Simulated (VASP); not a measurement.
A run of VASP 6.6.1 is set up as follows.

File INCAR:

```
  PREC = Accurate
  ENCUT = 520
  EDIFF = 1E-6
  ISMEAR = 0
  SIGMA = 0.15
  LREAL = False
  LASPH = True
  NELM = 80
  ALGO = Fast
  ISIF = 2
  LWAVE = False
  LCHARG = False
  GGA = PS
  NBANDS = 13
```

Contents of KPOINTS:

```
regular mesh
0
Gamma
  16 16 16
```

The input POSCAR:

```
Pb
1.0
    0.0000000000      2.5438940000      2.4698000000
    2.3957060000      0.0000000000      2.4698000000
    2.3957060000      2.5438940000      0.0000000000
Pb
1
Direct
    0.0000000000      0.0000000000      0.0000000000
```

Potentials or basis: VASP PAW PBE potentials, release 64 (Pb_d).

Run with:

```console
$ cat potpaw_PBE.64/Pb_d/POTCAR > POTCAR
$ mpirun -np 1 vasp_std > vasp.out
```

(1) Estimate the band gap on the k mesh.

(2) Predict the pressure.

## Answers

(1) zero (bands 7 and 8 overlap by 9.27 eV).

(2) -0.2 GPa.

Caveat: the cell differs from its parent crystal (strain -0.0300 x Voigt [1, -1, 0, 0, 0, 0]); the PAW data sets were made with another functional, which shifts forces and pressure a little; spin-orbit coupling is left out, which moves the levels of the heavy elements.
